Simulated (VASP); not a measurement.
# Si2Mo (I4/mmm) in VASP: notebook

Si2Mo is run at these levels: PBE; tasks: single point.

Everything below comes from runs of VASP 6.6.1. Logs are shortened: lines on timing, memory, paths and dates and some standing lists are left out, and cuts for length are marked.

## Step 1: The cell of the first run

The structure is tetragonal, space group I4/mmm (No. 139). The conventional cell has a = 3.157 Å, b = 3.157 Å, c = 7.755 Å, α = 90.00°, β = 90.00°, γ = 90.00°. Within 3.4 Å of Si (site symmetry 4mm) lie 9 Si at 2.58 to 3.16 Å and 5 Mo at 2.58 Å. Within 3.4 Å of Mo (site symmetry 4/mmm) lie 10 Si at 2.58 Å and 4 Mo at 3.16 Å.

## Step 2: Single point, PBE (12.88 Å³/atom)

INCAR

```
PREC     = Accurate       # precision mode
ENCUT    = 520            # plane-wave cutoff, eV
EDIFF    = 1E-6           # SCF threshold, eV
ISMEAR   = -1             # smearing method
SIGMA    = 0.03           # smearing width, eV
LREAL    = False          # projectors in reciprocal space
LASPH    = True           # aspherical terms in the spheres
NELM     = 60             # most SCF steps
ALGO     = Normal         # electronic algorithm
ISIF     = 2              # what is computed and relaxed
LWAVE    = False          # write WAVECAR
LCHARG   = False          # write CHGCAR
GGA      = PE             # functional
ISYM     = 0            
NBANDS   = 18             # bands
```

KPOINTS

```
regular mesh
0
Gamma
  12 12 16
```

POSCAR

```
Si2Mo
1.0
   -1.5783757276      1.5783757276      3.8773786233
    1.5783757276     -1.5783757276      3.8773786233
    1.5783757276      1.5783757276     -3.8773786233
Si Mo
2 1
Direct
    0.3330000000      0.3330000000      0.0000000000
    0.6670000000      0.6670000000      0.0000000000
    0.0000000000      0.0000000000      0.0000000000
```

Potentials or basis: VASP PAW PBE potentials, release 64 (Si, Mo_sv).

Launch:

```console
$ cat potpaw_PBE.64/Si/POTCAR potpaw_PBE.64/Mo_sv/POTCAR > POTCAR
$ mpirun -np 1 vasp_std > vasp.out
```

OUTCAR:

```text
PREC = Accurate
   ENCUT = 520
   EDIFF = 1E-6
   ISMEAR = -1
   LREAL = False
   LASPH = True
   NELM = 60
   ISIF = 2
   GGA = PE
   ISYM = 0

 ion  position               nearest neighbor table
   1  0.333  0.333  0.000-   2 2.58   2 2.58   2 2.58   2 2.58   3 2.58   3 2.58   3 2.58   3 2.58
                             3 2.58   2 2.59
   2  0.667  0.667  0.000-   1 2.58   1 2.58   1 2.58   1 2.58   3 2.58   3 2.58   3 2.58   3 2.58
                             3 2.58   1 2.59
   3  0.000  0.000  0.000-   2 2.58   2 2.58   2 2.58   1 2.58   2 2.58   1 2.58   1 2.58   1 2.58
                             1 2.58   2 2.58

IMPORTANT INFORMATION: All symmetrisations will be switched off!
NOSYMM: (Re-)initialisation of all symmetry stuff for point group C_1.

----------------------------------------------------------------------------------------

                                     Primitive cell

  volume of cell :      38.6384

  direct lattice vectors                    reciprocal lattice vectors
    -1.578375728  1.578375728  3.877378623     0.000000000  0.316781354  0.128953102
     1.578375728 -1.578375728  3.877378623     0.316781354  0.000000000  0.128953102
     1.578375728  1.578375728 -3.877378623     0.316781354  0.316781354  0.000000000

  length of vectors
     4.473992050  4.473992050  4.473992050     0.342022410  0.342022410  0.447996487

  position of ions in fractional coordinates (direct lattice)
     0.333000000  0.333000000  0.000000000
     0.667000000  0.667000000  0.000000000
     0.000000000  0.000000000  0.000000000

  ion indices of the primitive-cell ions
   primitive index   ion index
                 1           1
                 2           2
                 3           3

----------------------------------------------------------------------------------------

 KPOINTS: regular mesh

Automatic generation of k-mesh.
 Grid dimensions read from file:
 generate k-points for:   12   12   16

 Generating k-lattice:

  Cartesian coordinates                     Fractional coordinates (reciprocal lattice)
     0.000000000  0.026398446  0.010746092     0.083333333  0.000000000  0.000000000
     0.026398446  0.000000000  0.010746092     0.000000000  0.083333333  0.000000000
     0.019798835  0.019798835  0.000000000     0.000000000  0.000000000  0.062500000

  Length of vectors
     0.028501867  0.028501867  0.027999780

  Shift w.r.t. Gamma in fractional coordinates (k-lattice)
     0.000000000  0.000000000  0.000000000

 -----------------------------------------------------------------------------
|                                                                             |
|           W    W    AA    RRRRR   N    N  II  N    N   GGGG   !!!           |
|           W    W   A  A   R    R  NN   N  II  NN   N  G    G  !!!           |
|           W    W  A    A  R    R  N N  N  II  N N  N  G       !!!           |
|           W WW W  AAAAAA  RRRRR   N  N N  II  N  N N  G  GGG   !            |
|           WW  WW  A    A  R   R   N   NN  II  N   NN  G    G                |
|           W    W  A    A  R    R  N    N  II  N    N   GGGG   !!!           |
|                                                                             |
|     Your reciprocal lattice and k-lattice belong to different lattice       |
|     classes:                                                                |
|                                                                             |
|        The reciprocal lattice is body-centered tetragonal,                  |
|        whereas your k-lattice is base-centered monoclinic.                  |
|                                                                             |
|     Results are often still useful ...                                      |
|                                                                             |
 -----------------------------------------------------------------------------

 WARNING: IBZKPT: internal override: KBLOWUP is changed to .FALSE.
      ... skipping the blow-up phase ...

 Subroutine IBZKPT returns following result:
 ===========================================

 Found   1156 irreducible k-points:

 Following reciprocal coordinates:
            Coordinates               Weight
  0.000000  0.000000  0.000000      1.000000
  0.083333 -0.000000  0.000000      2.000000
  0.166667  0.000000  0.000000      2.000000
  0.250000 -0.000000  0.000000      2.000000
  0.333333  0.000000 -0.000000      2.000000
  0.416667  0.000000 -0.000000      2.000000
[... 16 lines left out ...]
  0.250000  0.166667 -0.000000      2.000000
  0.333333  0.166667 -0.000000      2.000000
 [... further k-points ...]
   k-points           NKPTS =   1156   k-points in BZ     NKDIM =   1156   number of bands    NBANDS=     18
   number of dos      NEDOS =    301   number of ions     NIONS =      3
   total plane-waves  NPLWV =  46656
   dimension x,y,z NGX =    36 NGY =   36 NGZ =   36
   dimension x,y,z NGXF=    72 NGYF=   72 NGZF=   72
   ions per type =               2   1
   NGX,Y,Z   is equivalent  to a cutoff of  13.38, 13.38, 13.38 a.u.
   NGXF,Y,Z  is equivalent  to a cutoff of  26.75, 26.75, 26.75 a.u.
 SYSTEM =  unknown system
   PREC   = accura    normal or accurate (medium, high low for compatibility)
   ISTART =      0    job   : 0-new  1-cont  2-samecut
   ICHARG =      2    charge: 1-file 2-atom 10-const
   ISPIN  =      1    spin polarized calculation?
   LNONCOLLINEAR =      F non collinear calculations
   LSORBIT =      F    spin-orbit coupling
   LASPH  =      T    aspherical Exc in radial PAW
   ENCUT  =  520.0 eV  38.22 Ry    6.18 a.u.   8.32  8.32  8.32*2*pi/ulx,y,z
   NELM   =     60;   NELMIN=  2; NELMDL= -5     # of ELM steps
   EDIFF  = 0.1E-05   stopping-criterion for ELM
   LREAL  =      F    real-space projection
   EDIFFG = 0.1E-04   stopping-criterion for IOM
   NSW    =      0    number of steps for IOM
   IBRION =     -1    ionic relax: 0-MD 1-quasi-New 2-CG
   NFREE  =      0    steps in history (QN), initial steepest desc. (CG)
   ISIF   =      2    stress and relaxation
   ISYM   =      0    0-nonsym 1-usesym 2-fastsym
   POTIM  = 0.5000    time-step for ionic-motion
   TEBEG  =    0.0;   TEEND  =   0.0 temperature during run
   PSTRESS=    0.0 pullay stress
   NELECT =      22.0000    total number of electrons
   NUPDOWN=      -1.0000    fix difference up-down
   EMIN   =  10.00;   EMAX   =-10.00  energy-range for DOS
   EFERMI =   0.00;   METHOD = LEGACY
   ISMEAR =    -1;   SIGMA  =   0.03  broadening in eV -4-tet -1-fermi 0-gaus
   EFERMI_NEDOS =   21; number of points for ismear=-14 and -15
   IALGO  =     38    algorithm
   IMIX   =      4    mixing-type and parameters
     AMIX     =   0.40;   BMIX     =  1.00
     AMIX_MAG =   1.60;   BMIX_MAG =  1.00
  volume/ion in A,a.u.               =      12.88        86.91
  Fermi-wavevector in a.u.,A,eV,Ry     =   1.356884  2.564139 25.050152  1.841134
  Thomas-Fermi vector in A             =   2.483849
   LORBIT       =      0    0 simple, 1 ext, 2 COOP (PROOUT), +10 PAW based schemes
   GGA     = PE    functional components
   LHFCALC =     F    Hartree Fock is set to
   AEXX    =    0.0000 exact exchange contribution
   IVDW    =     0    specifies the selected vdW correction
   LEPSILON=     F    determine dielectric tensor
   LRPA    =     F    only Hartree local field effects (RPA)
 non-spin polarized calculation
  energy-cutoff  :      520.00
  volume of cell :       38.64
 maximum number of plane-waves:      1056
 NGX is ok and might be reduce to    36
   NGX = 17   NGY = 17   NGZ = 17

 number of electron      22.0000000 magnetization

 Free energy of the ion-electron system (eV)
  ---------------------------------------------------
  ext. energy  EPLUGINS =         0.00000000
  ---------------------------------------------------
  free energy    TOTEN  =       -23.18153648 eV

  energy without entropy =      -23.18086351  energy(sigma->0) =      -23.18120000

 E-fermi :  12.9170     XC(G=0): -12.6229

 val. band max:       12.8985105017   @ k =  -0.2500  -0.2500   0.1875
 cond. band min:      12.9228725994   @ k =   0.4167  -0.4167   0.3750
 fundamental gap:      0.0243620977
 Fermi energy:        12.9170054700

 k-point     1 :       0.0000    0.0000    0.0000
  band No.  band energies     occupation
      1     -47.7911      2.00000
      2     -21.9851      2.00000
      3     -21.8636      2.00000
      4     -21.8627      2.00000
      5      -0.8888      2.00000
      6       6.2911      2.00000
[... 10 lines left out ...]
     17      18.1635      0.00000
     18      18.1638      0.00000

 k-point     2 :       0.0833   -0.0000    0.0000
  band No.  band energies     occupation
      1     -47.7896      2.00000
      2     -21.9835      2.00000
      3     -21.8836      2.00000
      4     -21.8612      2.00000
      5      -0.7579      2.00000
      6       6.3091      2.00000
[... 10 lines left out ...]
     17      18.2853      0.00000
     18      18.8973      0.00000

 k-point     3 :       0.1667    0.0000    0.0000
  band No.  band energies     occupation
      1     -47.7855      2.00000
      2     -21.9794      2.00000
      3     -21.9392      2.00000
      4     -21.8561      2.00000
      5      -0.3727      2.00000
      6       6.2956      2.00000
[... 10 lines left out ...]
     17      19.0112      0.00000
     18      20.3364      0.00000

 k-point     4 :       0.2500   -0.0000    0.0000
  band No.  band energies     occupation
      1     -47.7799      2.00000
      2     -22.0146      2.00000
      3     -21.9734      2.00000
      4     -21.8490      2.00000
      5       0.2457      2.00000
      6       5.9805      2.00000
[... 375 lines left out ...]
      4     -21.9273      2.00000
      5       0.2534      2.00000
      6       5.7919      2.00000
[... 10 lines left out ...]
     17      19.8344      0.00000
     18      20.8846      0.00000

 k-point    23 :       0.2500    0.1667   -0.0000
  band No.  band energies     occupation
      1     -47.7743      2.00000
      2     -22.0057      2.00000
      3     -21.9695      2.00000
      4     -21.9224      2.00000
      5       0.8906      2.00000
      6       5.5245      2.00000
[... 10 lines left out ...]
     17      19.9529      0.00000
     18      21.6750      0.00000

 k-point    24 :       0.3333    0.1667   -0.0000
  band No.  band energies     occupation
      1     -47.7687      2.00000
      2     -22.0782      2.00000
      3     -21.9628      2.00000
      4     -21.9142      2.00000
      5       1.6962      2.00000
      6       5.0202      2.00000
[... 10 lines left out ...]
     17      20.5965      0.00000
     18      21.6581      0.00000

 [... further k-points ...]

------------------------ aborting loop because EDIFF is reached ----------------------------------------

  FORCE on cell =-STRESS in cart. coord.  units (eV):
  Direction    XX          YY          ZZ          XY          YZ          ZX
  --------------------------------------------------------------------------------------
  -------------------------------------------------------------------------------------
  Total        2.9285912      2.9285914      2.9320415      0.0050292     -0.0017201     -0.0017201
  in kB      121.4368091    121.4368173    121.5798799      0.2085422     -0.0713262     -0.0713245
  external PRESSURE =     121.4845021 kB  Pullay stress =       0.0000000 kB

 VOLUME and BASIS-vectors are now :
 -----------------------------------------------------------------------------
  energy-cutoff  :      520.00
  volume of cell :       38.64
      direct lattice vectors                 reciprocal lattice vectors
    -1.578375728  1.578375728  3.877378623     0.000000000  0.316781354  0.128953102
     1.578375728 -1.578375728  3.877378623     0.316781354  0.000000000  0.128953102
     1.578375728  1.578375728 -3.877378623     0.316781354  0.316781354  0.000000000

 POSITION                                       TOTAL-FORCE (eV/Angst)
 -----------------------------------------------------------------------------------
      0.00000      0.00000      2.58233         0.000784      0.000784      0.211820
      0.00000      0.00000      5.17242        -0.000784     -0.000784     -0.211820
      0.00000      0.00000      0.00000         0.000000     -0.000000     -0.000000
 -----------------------------------------------------------------------------------
    total drift:                                0.000000      0.000000     -0.000000

  FREE ENERGIE OF THE ION-ELECTRON SYSTEM (eV)
  ---------------------------------------------------
  free  energy   TOTEN  =       -23.1815364843 eV

  energy  without entropy=      -23.1808635117  energy(sigma->0) =      -23.18120000
```

Run time: 8.7 min. Hardware: 1 thread of Intel Xeon Platinum 8488C (Sapphire Rapids), shared host; peak memory 0.82 GiB.

Results:

* Free energy: -23.1815 eV
* Pressure: 12.1 GPa
* Largest force: 0.212 eV/Å
* Band gap on the k mesh: zero (bands 11 and 12 overlap by 1.03 eV)

Forces in eV/Å, atoms in the order of the input:
```
Si   0.001  0.001  0.212
Si  -0.001 -0.001 -0.212
Mo   0.000  0.000  0.000
```

Levels at points of the mesh, in eV from the Fermi level:
```csv
k point,band 8,band 9,band 10,band 11,band 12,band 13,band 14,band 15
"(0.00, 0.00, 0.00)",-3.24,-2.80,-2.80,0.41,2.93,3.32,3.73,3.73
"(0.50, 0.00, 0.00)",-4.62,-2.78,-2.66,-0.60,2.39,3.07,4.33,4.33
"(0.00, 0.50, 0.00)",-4.62,-2.78,-2.66,-0.60,2.39,3.07,4.33,4.33
"(0.50, 0.50, 0.00)",-5.28,-4.68,-3.26,-1.16,2.45,2.88,3.15,3.35
"(0.00, 0.00, 0.50)",-5.28,-4.68,-3.26,-1.16,2.45,2.88,3.15,3.35
"(0.50, 0.00, 0.50)",-4.62,-2.78,-2.66,-0.60,2.39,3.07,4.33,4.33
"(0.00, 0.50, 0.50)",-4.62,-2.78,-2.66,-0.60,2.39,3.07,4.33,4.33
"(0.50, 0.50, 0.50)",-2.43,-0.64,-0.64,-0.55,-0.55,0.56,4.77,5.63
```

Caveat: the cell stands under pressure.

(Continued in part 2 of 2.)
